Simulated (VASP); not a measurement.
# Pt3Cl: relaxation of the atoms with PBE

The system is Pt3Cl, a slab with vacuum.

```
Pt Cl
1.0
     2.80716    0.00000    0.00000
     0.00000    2.80716    0.00000
     0.00000    0.00000   19.35139
Pt Cl
3 1
Direct
  0.50000 0.50000 0.20670
  0.00000 0.00000 0.30625
  0.50000 0.50000 0.40573
  0.00000 0.00000 0.50380
```

```yaml
Program: VASP 6.6.1
Task: relaxation of the atoms
Functional: PBE
Potentials_or_basis: VASP PAW PBE potentials, release 64 (Pt, Cl)
Cutoff: 450 eV
k_mesh: 9 × 9 × 1
Occupations: gaussian, width 0.1 eV
Spin: no spin polarisation
Dipole_correction: yes
Atoms_held_fixed_from_0: "[0, 1]"
Further_INCAR_settings: ALGO = Normal; EDIFF = 1e-07; NELMDL = -8; IBRION = 2; EDIFFG = -0.025; NSW = 50
Atoms_held_along_some_axes_from_0: atom 3 along a and b
```

- Energy gained by relaxing: 3.9 meV/atom
- Ionic steps: 7
- Band gap on the k mesh: zero (an odd number of electrons rules out a gap without spin polarisation)

Step by step:
```
step  energy change (eV)  largest force on free atoms (eV/Å)  pressure (GPa)
   1              0.0000                              0.3049            1.46
   2             -0.0044                              0.2273            1.38
   3             -0.0076                              0.1955            1.27
   4             -0.0105                              0.1415            1.09
   5             -0.0151                              0.0412            0.57
   6             -0.0153                              0.0467            0.45
   7             -0.0155                              0.0031            0.41
```

Final structure:
```yaml
crystal:
  lattice:
    - [2.80716, 0.00000, 0.00000]
    - [0.00000, 2.80716, 0.00000]
    - [0.00000, 0.00000, 19.35139]
  atoms:
    - { symbol: Pt, position: [0.50000, 0.50000, 0.20670] }
    - { symbol: Pt, position: [0.00000, 0.00000, 0.30625] }
    - { symbol: Pt, position: [0.50000, 0.50000, 0.40692] }
    - { symbol: Cl, position: [0.00000, 0.00000, 0.50985] }
```

Levels at points of the mesh, in eV from the Fermi level:
| k point | band 15 | band 16 | band 17 | band 18 | band 19 | band 20 | band 21 | band 22 |
| --- | --- | --- | --- | --- | --- | --- | --- | --- |
| (0.00, 0.00, 0.00) | -1.33 | -0.47 | -0.43 | -0.43 | 0.05 | 0.48 | 0.48 | 0.92 |

Wall time 8.6 min on 1 thread of Oxide Virtual Turin-like Processor (shared host), peak memory 0.21 GiB.

Caveat: spin-orbit coupling is left out, which moves the levels of the heavy elements.
